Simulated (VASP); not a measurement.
# Mn in VASP: notebook

Runs on Mn. Level: r2SCAN. Tasks: single point, relaxation of cell and atoms.

Program: VASP 6.6.1. These are calculated values, not measurements. Logs are shortened: lines on timing, memory, paths and dates and some standing lists are left out, and cuts for length are marked.

## (1) The cell of the first run

It takes space group R-3m (No. 166, trigonal). Conventional cell: a = 2.560 Å, b = 2.560 Å, c = 5.868 Å, α = 90.00°, β = 90.00°, γ = 120.00°. Within 3.2 Å of Mn (site symmetry -3m) lie 12 Mn at 2.45 to 2.56 Å.

## (2) Single point, r2SCAN, collinear spin, ferromagnetic start

Contents of POSCAR:

```
Mn
1.0
    1.2801570901      0.7390990406      1.9560343868
   -1.2801570901      0.7390990406      1.9560343868
    0.0000000000     -1.4781980812      1.9560343868
Mn
1
Direct
    0.5000000000      0.5000000000      0.5000000000
```

Contents of INCAR.step1:

```
SYSTEM = Mn
PREC = Accurate
ENCUT = 520
ISMEAR = 0
SIGMA = 0.1
LREAL = .FALSE.
LASPH = .TRUE.
NELM = 150
ISPIN = 2
MAGMOM = 1.49
LMAXMIX = 4
NBANDS = 16
GGA = PE
ALGO = Normal
EDIFF = 1E-4
LWAVE = .TRUE.
LCHARG = .FALSE.
```

Contents of INCAR.step2:

```
SYSTEM = Mn
PREC = Accurate
ENCUT = 520
EDIFF = 1E-7
ISMEAR = 0
SIGMA = 0.1
LREAL = .FALSE.
LASPH = .TRUE.
NELM = 150
ALGO = Normal
ISIF = 2
LWAVE = .FALSE.
LCHARG = .FALSE.
ISPIN = 2
MAGMOM = 1.49
LORBIT = 11
LMAXMIX = 4
METAGGA = R2SCAN
LMIXTAU = .TRUE.
NBANDS = 16
ISTART = 1
```

Contents of KPOINTS:

```
Automatic mesh
0
G
  9 9 9
  0 0 0
```

Potentials or basis: VASP PAW PBE potentials, release 64 (Mn_pv).

On the command line:

```
$ cat potpaw_PBE.64/Mn_pv/POTCAR > POTCAR
$ cp INCAR.step1 INCAR
$ mpirun -np 1 vasp_std > vasp.out
$ cp INCAR.step2 INCAR
$ mpirun -np 1 vasp_std > vasp.out
```

OUTCAR:

```text
SYSTEM = Mn
   PREC = Accurate
   ENCUT = 520
   EDIFF = 1E-7
   ISMEAR = 0
   LREAL = .FALSE.
   LASPH = .TRUE.
   NELM = 150
   ISIF = 2
   ISPIN = 2
   LORBIT = 11
   METAGGA = R2SCAN
   ISTART = 1

 ion  position               nearest neighbor table
   1  0.500  0.500  0.500-

  LATTYP: Found a trigonal (rhomboedric) cell.
 ALAT       =     2.4517626495
 COS(alpha) =     0.4547449732

  Lattice vectors:

 A1 = (   1.2801570901,   0.7390990406,   1.9560343868)
 A2 = (  -1.2801570901,   0.7390990406,   1.9560343868)
 A3 = (   0.0000000000,  -1.4781980812,   1.9560343868)

Analysis of symmetry for initial positions (statically):
=====================================================================
 Subroutine PRICEL returns:
 Original cell was already a primitive cell.

 Routine SETGRP: Setting up the symmetry group for a
 trigonal (rhombohedral) supercell.

 Subroutine GETGRP returns: Found 12 space group operations
 (whereof 12 operations were pure point group operations)
 out of a pool of 12 trial point group operations.

The static configuration has the point symmetry D_3d.

Analysis of symmetry for dynamics (positions and initial velocities):
=====================================================================
 Subroutine PRICEL returns:
 Original cell was already a primitive cell.

 Routine SETGRP: Setting up the symmetry group for a
 trigonal (rhombohedral) supercell.

 Subroutine GETGRP returns: Found 12 space group operations
 (whereof 12 operations were pure point group operations)
 out of a pool of 12 trial point group operations.

The dynamic configuration has the point symmetry D_3d.

Analysis of structural, dynamic, and magnetic symmetry:
=====================================================================
 Subroutine PRICEL returns:
 Original cell was already a primitive cell.

 Routine SETGRP: Setting up the symmetry group for a
 trigonal (rhombohedral) supercell.

 Subroutine GETGRP returns: Found 12 space group operations
 (whereof 12 operations were pure point group operations)
 out of a pool of 12 trial point group operations.

The overall configuration has the point symmetry D_3d.

 Subroutine INISYM returns: Found 12 space group operations
 (whereof 12 operations are pure point group operations),
 and found     1 'primitive' translations

----------------------------------------------------------------------------------------

                                     Primitive cell

  volume of cell :      11.1044

  direct lattice vectors                    reciprocal lattice vectors
     1.280157090  0.739099041  1.956034387     0.390577066  0.225499774  0.170412819
    -1.280157090  0.739099041  1.956034387    -0.390577066  0.225499774  0.170412819
     0.000000000 -1.478198081  1.956034387     0.000000000 -0.450999548  0.170412819

  length of vectors
     2.451762650  2.451762650  2.451762650     0.482121480  0.482121480  0.482121480

  position of ions in fractional coordinates (direct lattice)
     0.500000000  0.500000000  0.500000000

  ion indices of the primitive-cell ions
   primitive index   ion index
                 1           1

----------------------------------------------------------------------------------------

 KPOINTS: Automatic mesh

Automatic generation of k-mesh.
 Grid dimensions read from file:
 generate k-points for:    9    9    9

 Generating k-lattice:

  Cartesian coordinates                     Fractional coordinates (reciprocal lattice)
     0.043397452  0.025055530  0.018934758     0.111111111  0.000000000  0.000000000
    -0.043397452  0.025055530  0.018934758     0.000000000  0.111111111  0.000000000
     0.000000000 -0.050111061  0.018934758     0.000000000  0.000000000  0.111111111

  Length of vectors
     0.053569053  0.053569053  0.053569053

  Shift w.r.t. Gamma in fractional coordinates (k-lattice)
     0.000000000  0.000000000  0.000000000

 Subroutine IBZKPT returns following result:
 ===========================================

 Found     85 irreducible k-points:

 Following reciprocal coordinates:
            Coordinates               Weight
  0.000000  0.000000  0.000000      1.000000
  0.111111  0.000000  0.000000      6.000000
  0.222222  0.000000  0.000000      6.000000
  0.333333  0.000000 -0.000000      6.000000
  0.444444  0.000000  0.000000      6.000000
  0.111111  0.111111  0.000000      6.000000
[... 16 lines left out ...]
 -0.333333  0.333333  0.000000      6.000000
  0.444444  0.444444  0.000000      6.000000
 [... further k-points ...]
   k-points           NKPTS =     85   k-points in BZ     NKDIM =     85   number of bands    NBANDS=     16
   number of dos      NEDOS =    301   number of ions     NIONS =      1
   total plane-waves  NPLWV =   5832
   dimension x,y,z NGX =    18 NGY =   18 NGZ =   18
   dimension x,y,z NGXF=    36 NGYF=   36 NGZF=   36
   ions per type =               1
   NGX,Y,Z   is equivalent  to a cutoff of  12.21, 12.21, 12.21 a.u.
   NGXF,Y,Z  is equivalent  to a cutoff of  24.41, 24.41, 24.41 a.u.
 SYSTEM =  Mn
   PREC   = accura    normal or accurate (medium, high low for compatibility)
   ISTART =      1    job   : 0-new  1-cont  2-samecut
   ICHARG =      0    charge: 1-file 2-atom 10-const
   ISPIN  =      2    spin polarized calculation?
   LNONCOLLINEAR =      F non collinear calculations
   LSORBIT =      F    spin-orbit coupling
   LASPH  =      T    aspherical Exc in radial PAW
   ENCUT  =  520.0 eV  38.22 Ry    6.18 a.u.   4.56  4.56  4.56*2*pi/ulx,y,z
   NELM   =    150;   NELMIN=  2; NELMDL=  0     # of ELM steps
   EDIFF  = 0.1E-06   stopping-criterion for ELM
   LREAL  =      F    real-space projection
   EDIFFG = 0.1E-05   stopping-criterion for IOM
   NSW    =      0    number of steps for IOM
   IBRION =     -1    ionic relax: 0-MD 1-quasi-New 2-CG
   NFREE  =      0    steps in history (QN), initial steepest desc. (CG)
   ISIF   =      2    stress and relaxation
   ISYM   =      2    0-nonsym 1-usesym 2-fastsym
   POTIM  = 0.5000    time-step for ionic-motion
   TEBEG  =    0.0;   TEEND  =   0.0 temperature during run
   PSTRESS=    0.0 pullay stress
   NELECT =      13.0000    total number of electrons
   NUPDOWN=      -1.0000    fix difference up-down
   EMIN   =  10.00;   EMAX   =-10.00  energy-range for DOS
   EFERMI =   0.00;   METHOD = LEGACY
   ISMEAR =     0;   SIGMA  =   0.10  broadening in eV -4-tet -1-fermi 0-gaus
   EFERMI_NEDOS =   21; number of points for ismear=-14 and -15
   IALGO  =     38    algorithm
   IMIX   =      4    mixing-type and parameters
     AMIX     =   0.40;   BMIX     =  1.00
     AMIX_MAG =   1.60;   BMIX_MAG =  1.00
  volume/ion in A,a.u.               =      11.10        74.94
  Fermi-wavevector in a.u.,A,eV,Ry     =   1.725406  3.260545 40.504914  2.977027
  Thomas-Fermi vector in A             =   2.800913
   LORBIT       =     11    0 simple, 1 ext, 2 COOP (PROOUT), +10 PAW based schemes
   METAGGA = R2SCAN    functional components
   LHFCALC =     F    Hartree Fock is set to
   AEXX    =    0.0000 exact exchange contribution
   IVDW    =     0    specifies the selected vdW correction
   LEPSILON=     F    determine dielectric tensor
   LRPA    =     F    only Hartree local field effects (RPA)
 spin polarized calculation
 Gauss-broadening in eV      SIGMA  =   0.10
  energy-cutoff  :      520.00
  volume of cell :       11.10
 maximum number of plane-waves:       309
   NGX =  9   NGY =  9   NGZ =  9

 number of electron      12.9999989 magnetization      -0.0135258

 number of electron      12.9999989 magnetization       0.0004076

 Free energy of the ion-electron system (eV)
  ---------------------------------------------------
  ext. energy  EPLUGINS =         0.00000000
  ---------------------------------------------------
  free energy    TOTEN  =       -14.18746918 eV

  energy without entropy =      -14.17817150  energy(sigma->0) =      -14.18282034

 E-fermi :   9.9829     XC(G=0): -15.1788

 val. band max:        9.9823465011   @ k =   0.3333   0.2222   0.2222
 cond. band min:       9.9845996108   @ k =   0.3333   0.3333   0.1111
 fundamental gap:      0.0022531096
 Fermi energy:         9.9829094175

 spin component 1

 k-point     1 :       0.0000    0.0000    0.0000
  band No.  band energies     occupation
      1     -39.5603      1.00000
      2     -39.5603      1.00000
      3     -39.4443      1.00000
      4       1.2437      1.00000
      5       8.4471      1.00000
      6       8.4471      1.00000
[... 8 lines left out ...]
     15      42.0389      0.00000
     16      42.0389      0.00000
[... 419 lines left out ...]
 k-point    24 :       0.4444    0.4444    0.0000
  band No.  band energies     occupation
      1     -40.1820      1.00000
      2     -39.8298      1.00000
      3     -39.7056      1.00000
      4       5.3031      1.00000
      5       6.0344      1.00000
      6      11.5334      0.00000
[... 8 lines left out ...]
     15      38.5591      0.00000
     16      52.2119      0.00000

 [... further k-points ...]

 spin component 2

 k-point     1 :       0.0000    0.0000    0.0000
  band No.  band energies     occupation
      1     -39.5596      1.00000
      2     -39.5596      1.00000
      3     -39.4438      1.00000
      4       1.2437      1.00000
      5       8.4479      1.00000
      6       8.4479      1.00000
[... 8 lines left out ...]
     15      42.0394      0.00000
     16      42.0394      0.00000
[... 419 lines left out ...]
 k-point    24 :       0.4444    0.4444    0.0000
  band No.  band energies     occupation
      1     -40.1814      1.00000
      2     -39.8291      1.00000
      3     -39.7050      1.00000
      4       5.3031      1.00000
      5       6.0351      1.00000
      6      11.5340      0.00000
[... 8 lines left out ...]
     15      38.5599      0.00000
     16      52.2124      0.00000

 [... further k-points ...]

------------------------ aborting loop because EDIFF is reached ----------------------------------------

  FORCE on cell =-STRESS in cart. coord.  units (eV):
  Direction    XX          YY          ZZ          XY          YZ          ZX
  --------------------------------------------------------------------------------------
  -------------------------------------------------------------------------------------
  Total       -1.4496591     -1.4496591     -0.1403487      0.0000000     -0.0000000     -0.0000000
  in kB     -209.1620171   -209.1620171    -20.2500085      0.0000000     -0.0000000     -0.0000000
  external PRESSURE =    -146.1913476 kB  Pullay stress =       0.0000000 kB

 VOLUME and BASIS-vectors are now :
 -----------------------------------------------------------------------------
  energy-cutoff  :      520.00
  volume of cell :       11.10
      direct lattice vectors                 reciprocal lattice vectors
     1.280157090  0.739099041  1.956034387     0.390577066  0.225499774  0.170412819
    -1.280157090  0.739099041  1.956034387    -0.390577066  0.225499774  0.170412819
     0.000000000 -1.478198081  1.956034387     0.000000000 -0.450999548  0.170412819

 POSITION                                       TOTAL-FORCE (eV/Angst)
 -----------------------------------------------------------------------------------
      0.00000      0.00000      2.93405         0.000000      0.000000     -0.000000
 -----------------------------------------------------------------------------------
    total drift:                                0.000000      0.000000     -0.000000

  FREE ENERGIE OF THE ION-ELECTRON SYSTEM (eV)
  ---------------------------------------------------
  free  energy   TOTEN  =       -14.1874691810 eV

  energy  without entropy=      -14.1781714989  energy(sigma->0) =      -14.18282034

 total charge

# of ion       s       p       d       tot
------------------------------------------
    1        0.447   6.400   5.099  11.947

 magnetization (x)

# of ion       s       p       d       tot
------------------------------------------
    1       -0.000  -0.000   0.000   0.000
```

Wall time 2.7 min (1 thread of Intel Xeon 6975P-C (Granite Rapids), shared host); peak memory 0.14 GiB.

What came out:

```
Free energy                                           : -14.1875 eV
Pressure                                              : -14.6 GPa
Net moment                                            : 0.00 μB per cell
Valence electrons inside the program's atomic spheres : Mn 11.95
```

Stress tensor (GPa, compression positive):
```
-20.92   0.00   0.00
  0.00 -20.92   0.00
  0.00   0.00  -2.03
```

Levels at points of the mesh, in eV from the Fermi level:
Spin up:
```
           k point  band 5  band 6  band 7  band 8  band 9  band 10
(0.00, 0.00, 0.00)   -1.54   -1.54   -0.70    0.66    0.66    21.65
```
Spin down:
```csv
k point,band 4,band 5,band 6,band 7,band 8,band 9,band 10,band 11
"(0.00, 0.00, 0.00)",-8.74,-1.54,-1.54,-0.70,0.66,0.66,21.65,27.02
```

Caveat: the PAW data sets were made with another functional, which shifts forces and pressure a little.

(Part 1 of 2 ends here.)
